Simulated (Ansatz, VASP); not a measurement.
# Two plane-wave programs on P

File INCAR:

```
SYSTEM = P
PREC = Accurate
ENCUT = 500
EDIFF = 1E-6
ISMEAR = -1
SIGMA = 0.1
LREAL = .False.
LASPH = .True.
NELM = 120
ALGO = Normal
ISIF = 2
LWAVE = .False.
LCHARG = .False.
GGA = PS
NBANDS = 8
GGA_COMPAT = .False.
```

KPOINTS

```
regular mesh
0
Gamma
  15 15 15
  0 0 0
```

Contents of POSCAR:

```
P
1.0
    2.5094826148      0.0000000000      0.0000000000
    0.0000000000      2.5094826148      0.0000000000
    0.0000000000      0.0000000000      2.5094826148
P
1
Direct
    0.0000000000      0.0000000000      0.0000000000
```

Input for Ansatz:

```yaml
crystal:
  lattice:
    - [2.5094826148, 0.0, 0.0]
    - [0.0, 2.5094826148, 0.0]
    - [0.0, 0.0, 2.5094826148]
  atoms:
    - { symbol: P, position: [0.0, 0.0, 0.0] }
hamiltonian:
  xc: pbesol
  pseudopotentials:
    kind: paw
    azcp:
      P: "pseudopotentials/P.paw.azcp"
basis:
  ecutwfc: 420
  fft_grid_basis: typed
kpoints:
  mp_grid: { grid: [15, 15, 15], shift: [0, 0, 0] }
magnetization:
  spin_polarized: false
scf:
  occupations: { method: fermi_dirac, width: 0.1 }
  lower_state_search: "off"
output:
  stress: true
```

Alike in both runs: task single point; functional PBEsol; k mesh 15 × 15 × 15; occupations fermi-dirac, width 0.1 eV; no spin polarisation.

```csv
,VASP,Ansatz
version,VASP 6.6.1,Ansatz 0.2.0
potentials or method,"VASP PAW PBE potentials, release 64 (P), cutoff 500 eV","plane waves (420 eV) with PAW, scalar-relativistic"
valence electrons in the cell,5,5
```

Ansatz gave:

- pressure (GPa): -10.0

Q: Estimate VASP's values.

A: Pressure (GPa): -9.9.

VASP's potentials were made for PBE, not for PBEsol, and Ansatz warns of the same on its side.
